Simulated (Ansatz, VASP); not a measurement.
One calculation of GaAs, two programs

```
CELL_PARAMETERS angstrom
0.00000 2.83308 2.83308
2.83308 0.00000 2.83308
2.83308 2.83308 0.00000
ATOMIC_POSITIONS crystal
Ga 0.00000 0.00000 0.00000
As 0.25000 0.25000 0.25000
```

Alike in both runs: task single point; functional r2SCAN0; k mesh 6 × 6 × 6; no spin polarisation.

```csv
,VASP,Ansatz
version,VASP 6.6.1,Ansatz 0.2.0
potentials or method,"VASP PAW PBE potentials, release 64 (Ga_d, As)","plane waves, PAW"
plane-wave cutoff (eV),520,500
occupations,"gaussian, width 0.01 eV",fixed
valence electrons in the cell,18,28
```

VASP gave:

| Quantity | Value |
| --- | --- |
| gap on the k mesh at the Fermi level (eV) | 2.23 |
| pressure (GPa) | -1.4 |

What did Ansatz give for the same quantities?

gap on the k mesh at the Fermi level (eV): 2.22; pressure (GPa): -1.1.

VASP's potentials were made for PBE, not for r2SCAN0. VASP's potentials hold 18 valence electrons a cell and Ansatz's 28, so a difference there can come from the potentials and not from the codes. Ansatz's warnings: stress exchange threshold loose, stress scf threshold loose.
